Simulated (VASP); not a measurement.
# ScCr2 (P6/mmm) in VASP: a series of runs, part 2 of 2

VASP 6.6.1. Earlier steps stand in the parts before.

**3. Single point, PBE, collinear spin, ferromagnetic start**

This run uses another cell than the first one, of 13.36 Å³/atom.

INCAR

```
SYSTEM = ScCr2
ALGO = Normal ; EDIFF = 1E-6
ENCUT = 600 ; GGA = PE
GGA_COMPAT = .False. ; ISIF = 2
ISMEAR = 0 ; ISPIN = 2
LASPH = .True. ; LCHARG = .True.
LELF = .True. ; LMAXMIX = 4
LORBIT = 11 ; LREAL = .False.
LVHAR = .True. ; LWAVE = .False.
MAGMOM = 0 3 3 ; NBANDS = 30
NELM = 200 ; PREC = Accurate
SIGMA = 0.1
```

KPOINTS

```
k-points
0
Gamma
  6 6 6
  0 0 0
```

POSCAR

```
ScCr2
1.0
    3.4999278788      0.0000000000      0.0000000000
   -1.7499639394      3.0310264545      0.0000000000
    0.0000000000      0.0000000000      3.7789918957
Sc Cr
1 2
Direct
    0.0000000000      0.0000000000      0.0000000000
    0.3333333333      0.6666666667      0.5000000000
    0.6666666667      0.3333333333      0.5000000000
```

Potentials or basis: VASP PAW PBE potentials, release 64 (Sc_sv, Cr_sv).

Started as:

```console
cat potpaw_PBE.64/Sc_sv/POTCAR potpaw_PBE.64/Cr_sv/POTCAR > POTCAR
mpirun -np 1 vasp_std > vasp.out
```

Wall time 46 s (1 thread of AMD EPYC 9R45 (Zen 5), shared host); peak memory 0.19 GiB.

The run converged. Its results:

```yaml
Free_energy: -23.0157 eV
Pressure: 33.4 GPa
Net_moment: 0.00 μB per cell
Valence_electrons_inside_the_program's_atomic_spheres: Sc 9.74; Cr 12.19
```

Stress tensor (GPa, compression positive):
```
33.62  0.00  0.00
 0.00 33.62  0.00
 0.00  0.00 32.84
```

Levels at points of the mesh, in eV from the Fermi level:
Spin up:
| k point | band 16 | band 17 | band 18 | band 19 | band 20 | band 21 | band 22 | band 23 | band 24 | band 25 |
| --- | --- | --- | --- | --- | --- | --- | --- | --- | --- | --- |
| (0.00, 0.00, 0.00) | -1.53 | -1.06 | -1.06 | -0.37 | -0.37 | 0.60 | 0.60 | 1.65 | 2.15 | 2.15 |
| (0.50, 0.00, 0.00) | -2.42 | -2.33 | -1.70 | -1.20 | -0.74 | -0.45 | 2.63 | 2.73 | 3.55 | 3.98 |
| (0.00, 0.00, 0.50) | -2.43 | -1.83 | -1.83 | -0.67 | -0.18 | -0.18 | 1.76 | 1.76 | 2.39 | 3.23 |
| (0.50, 0.00, 0.50) | -2.44 | -2.28 | -0.87 | -0.53 | 0.45 | 0.95 | 1.60 | 1.83 | 2.21 | 2.99 |
Spin down:
```
           k point  band 16  band 17  band 18  band 19  band 20  band 21  band 22  band 23  band 24  band 25
(0.00, 0.00, 0.00)    -1.53    -1.06    -1.06    -0.37    -0.37     0.60     0.60     1.65     2.15     2.15
(0.50, 0.00, 0.00)    -2.42    -2.33    -1.70    -1.20    -0.74    -0.45     2.63     2.73     3.55     3.98
(0.00, 0.00, 0.50)    -2.43    -1.83    -1.83    -0.67    -0.18    -0.18     1.77     1.77     2.39     3.23
(0.50, 0.00, 0.50)    -2.44    -2.28    -0.87    -0.53     0.45     0.95     1.60     1.83     2.21     2.99
```

Caveat: the cell stands under pressure.

**4. Single point, PBE**

This run uses another cell than the first one, of 16.74 Å³/atom.

INCAR

```
PREC = Accurate ; ENCUT = 600
EDIFF = 1E-6 ; ISMEAR = 0
SIGMA = 0.1 ; LREAL = F
LASPH = T ; NELM = 120
ALGO = Normal ; ISIF = 2
LWAVE = F ; LCHARG = F
GGA = PE ; NBANDS = 26
GGA_COMPAT = F
```

KPOINTS

```
regular mesh
0
Gamma
  12 12 10
```

POSCAR

```
ScCr2
1.0
    3.6141352435      0.0000000000      0.0000000000
   -1.8070676218      3.1299329336      0.0000000000
    0.0000000000      0.0000000000      4.4398766837
Sc Cr
1 2
Direct
    0.0000000000      0.0000000000      0.0000000000
    0.3333333333      0.6666666667      0.5000000000
    0.6666666667      0.3333333333      0.5000000000
```

Potentials or basis: VASP PAW PBE potentials, release 64 (Sc_sv, Cr_sv).

Started as:

```console
cat potpaw_PBE.64/Sc_sv/POTCAR potpaw_PBE.64/Cr_sv/POTCAR > POTCAR
mpirun -np 1 vasp_std > vasp.out
```

OUTCAR:

```text
PREC = Accurate
   ENCUT = 600
   EDIFF = 1E-6
   ISMEAR = 0
   LREAL = F
   LASPH = T
   NELM = 120
   ISIF = 2
   GGA = PE

 ion  position               nearest neighbor table
   1  0.000  0.000  0.000-   2 3.05   3 3.05   2 3.05   3 3.05   3 3.05   3 3.05   2 3.05   2 3.05
                             3 3.05   3 3.05   2 3.05   2 3.05
   2  0.333  0.667  0.500-   3 2.09   3 2.09   3 2.09   1 3.05   1 3.05   1 3.05   1 3.05   1 3.05
                             1 3.05
   3  0.667  0.333  0.500-   2 2.09   2 2.09   2 2.09   1 3.05   1 3.05   1 3.05   1 3.05   1 3.05
[... 897 lines left out ...]
  Direction    XX          YY          ZZ          XY          YZ          ZX
  --------------------------------------------------------------------------------------
  -------------------------------------------------------------------------------------
  Total       -0.3849965     -0.3849965     -0.3168020      0.0000000      0.0000000      0.0000000
  in kB      -12.2816576    -12.2816576    -10.1062077      0.0000000      0.0000000      0.0000000
  external PRESSURE =     -11.5565076 kB  Pullay stress =       0.0000000 kB

 VOLUME and BASIS-vectors are now :
 -----------------------------------------------------------------------------
  energy-cutoff  :      600.00
  volume of cell :       50.22
      direct lattice vectors                 reciprocal lattice vectors
     3.614135243  0.000000000  0.000000000     0.276691361  0.159747832  0.000000000
    -1.807067622  3.129932934  0.000000000     0.000000000  0.319495664  0.000000000
     0.000000000  0.000000000  4.439876684     0.000000000  0.000000000  0.225231481

 POSITION                                       TOTAL-FORCE (eV/Angst)
 -----------------------------------------------------------------------------------
      0.00000      0.00000      0.00000         0.000000      0.000000      0.000000
     -0.00000      2.08662      2.21994        -0.000000      0.000000      0.000000
      1.80707      1.04331      2.21994         0.000000      0.000000      0.000000
 -----------------------------------------------------------------------------------
    total drift:                                0.000000     -0.000000      0.000000

  FREE ENERGIE OF THE ION-ELECTRON SYSTEM (eV)
  ---------------------------------------------------
  free  energy   TOTEN  =       -23.9729608126 eV

  energy  without entropy=      -23.9584874653  energy(sigma->0) =      -23.96572414
```

OSZICAR:

```text
N       E                     dE             d eps       ncg     rms          rms(c)
DAV:   1     0.781018201134E+03    0.78102E+03   -0.20671E+04  6922   0.469E+03
DAV:   2     0.684131651192E+02   -0.71261E+03   -0.70101E+03  6722   0.968E+02
DAV:   3    -0.131496127617E+02   -0.81563E+02   -0.78776E+02  8560   0.363E+02
DAV:   4    -0.232098685192E+02   -0.10060E+02   -0.97973E+01 11414   0.110E+02
DAV:   5    -0.254872834378E+02   -0.22774E+01   -0.22646E+01 10428   0.286E+01    0.146E+01
DAV:   6    -0.240153129285E+02    0.14720E+01   -0.13308E+01 11586   0.486E+01    0.468E+00
DAV:   7    -0.241432253127E+02   -0.12791E+00   -0.49991E+00 11840   0.197E+01    0.396E+00
DAV:   8    -0.239623586933E+02    0.18087E+00   -0.19906E+00 11508   0.157E+01    0.248E+00
DAV:   9    -0.239703054538E+02   -0.79468E-02   -0.24467E-01 11246   0.385E+00    0.441E-01
DAV:  10    -0.239723935174E+02   -0.20881E-02   -0.35904E-02 10770   0.164E+00    0.177E-01
DAV:  11    -0.239729257258E+02   -0.53221E-03   -0.62028E-03 10826   0.453E-01    0.714E-02
DAV:  12    -0.239729232902E+02    0.24356E-05   -0.10873E-03 10258   0.214E-01    0.194E-02
DAV:  13    -0.239729545591E+02   -0.31269E-04   -0.29236E-04 10670   0.722E-02    0.866E-03
DAV:  14    -0.239729592054E+02   -0.46463E-05   -0.41038E-05  8988   0.292E-02    0.192E-03
DAV:  15    -0.239729604634E+02   -0.12580E-05   -0.11044E-05  7642   0.127E-02    0.226E-03
DAV:  16    -0.239729608126E+02   -0.34922E-06   -0.19382E-06  6082   0.741E-03
   1 F= -.23972961E+02 E0= -.23965724E+02  d E =-.144733E-01
```

stdout:

```text
POSCAR found type information on POSCAR ScCr
 POSCAR found :  2 types and       3 ions
 scaLAPACK will be used
 LDA part: xc-table for (Slater+PW92), standard interpolation
 POSCAR, INCAR and KPOINTS ok, starting setup
 FFT: planning ... GRIDC
 FFT: planning ... GRID_SOFT
 FFT: planning ... GRID
 WAVECAR not read
 entering main loop
```

Wall time 2 min (1 thread of AMD EPYC 9R45 (Zen 5), shared host); peak memory 0.27 GiB.

What came out:

```yaml
Free_energy: -23.9730 eV
Pressure: -1.2 GPa
Band_gap_on_the_k_mesh: zero (an odd number of electrons rules out a gap without spin polarisation)
```

Caveat: the run has no spin polarisation, though such a crystal can be magnetic. Spin polarisation is off, so any magnetic state and its effect on volume and gap are missing.
